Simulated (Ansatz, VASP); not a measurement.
**ZnSe: VASP and Ansatz over several settings**

```
Se Zn
1.0
     0.00000    2.79550    2.79550
     2.79550    0.00000    2.79550
     2.79550    2.79550    0.00000
Se Zn
1 1
Direct
  0.75000 0.75000 0.75000
  0.00000 0.00000 0.00000
```

Single points on this cell with VASP 6.6.1 and Ansatz 0.2.0. Each row is one pair of runs. Alike in all rows: spin: off; smearing: fermi-dirac, width 0.05 eV.

| level | k mesh | VASP's potentials, cutoff | Ansatz's potentials, cutoff | gap on the k mesh at the Fermi level (eV), VASP | gap on the k mesh at the Fermi level (eV), Ansatz | least direct gap on the mesh (eV), VASP | least direct gap on the mesh (eV), Ansatz | pressure (GPa), VASP | pressure (GPa), Ansatz |
| --- | --- | --- | --- | --- | --- | --- | --- | --- | --- |
| r2SCAN50 | 4 × 4 × 4 | VASP PAW PBE potentials, release 64 (Se, Zn), 520 eV | Ansatz PAW, 500 eV | ? | 5.29 | ? | 5.29 | ? | 3.0 |
| HSE06 | 4 × 4 × 4 | VASP PAW PBE potentials, release 64 (Se, Zn), 520 eV | Ansatz PAW, 420 eV | 2.62 | 2.62 | 2.62 | 2.62 | 4.5 | 4.5 |
| b88 exchange, pbe correlation | 8 × 8 × 8 | VASP PAW PBE potentials, release 64 (Se, Zn), 500 eV | Ansatz PAW, 420 eV | 1.45 | 1.45 | 1.45 | 1.45 | 5.2 | 4.9 |

**Question.** Fill in what VASP gave in row 1.

**Answer.** gap on the k mesh at the Fermi level (eV): 5.36; least direct gap on the mesh (eV): 5.36; pressure (GPa): 2.4.

VASP's potentials hold 18 valence electrons a cell and Ansatz's 28, so a difference there can come from the potentials and not from the codes.

The k mesh is coarse in some rows, so the values compare programs but aren't converged.
